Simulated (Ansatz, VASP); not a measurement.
## Ge in VASP and in Ansatz

INCAR

```
SYSTEM = Ge
PREC = Accurate
ENCUT = 520
EDIFF = 1E-7
ISMEAR = 0
SIGMA = 0.1
LREAL = .False.
LASPH = .True.
NELM = 80
ALGO = Normal
ISIF = 2
LWAVE = .False.
LCHARG = .False.
LDIPOL = .True.
IDIPOL = 3
DIPOL = 0.5 0.5 0.500
GGA = PE
NBANDS = 21
```

The input KPOINTS:

```
regular mesh
0
Gamma
  12 12 1
  0 0 0
```

POSCAR

```
Ge
1.0
    4.2460000000      0.0000000000      0.0000000000
   -2.1230000000      3.6771438645      0.0000000000
    0.0000000000      0.0000000000     28.0000000000
Ge
2
Direct
    0.3333333333      0.6666666667      0.5051964286
    0.6666666667      0.3333333333      0.4948035714
```

Input for Ansatz:

```yaml
crystal:
  lattice:
    - [4.246, 0.0, 0.0]
    - [-2.123, 3.6771438645, 0.0]
    - [0.0, 0.0, 28.0]
  atoms:
    - { symbol: Ge, position: [0.3333333333, 0.6666666667, 0.5051964286] }
    - { symbol: Ge, position: [0.6666666667, 0.3333333333, 0.4948035714] }
  periodic: [true, true, false]
basis:
  ecutwfc: 420
kpoints:
  mp_grid: { grid: [12, 12, 1] }
hamiltonian:
  xc: pbe
  pseudopotentials: { kind: paw, azcp: { folder: soft_1 } }
scf:
  occupations: { method: gaussian, width: 0.1 }
output:
  forces: true
  stress: true
  eigenvalues: true
```

Alike in both runs: task single point; functional PBE; k mesh 12 × 12 × 1; occupations gaussian, width 0.1 eV; no spin polarisation.

```csv
,VASP,Ansatz
version,VASP 6.6.1,Ansatz 0.2.0
potentials or method,"VASP PAW PBE potentials, release 64 (Ge_d), cutoff 520 eV","scalar-relativistic, plane waves, PAW"
valence electrons in the cell,28,28
```

Ansatz gave:

| Item | Value |
| --- | --- |
| gap on the k mesh at the Fermi level (eV) | none |
| rms of the force components (eV/Å) | 0.260 |

Q: What did VASP give for the same quantities?

A: gap on the k mesh at the Fermi level (eV): none; rms of the force components (eV/Å): 0.257.

Atom by atom the forces differ by 0.003 eV/Å (rms over components). A gap of «none» marks a metal or a gap that the smearing closes.
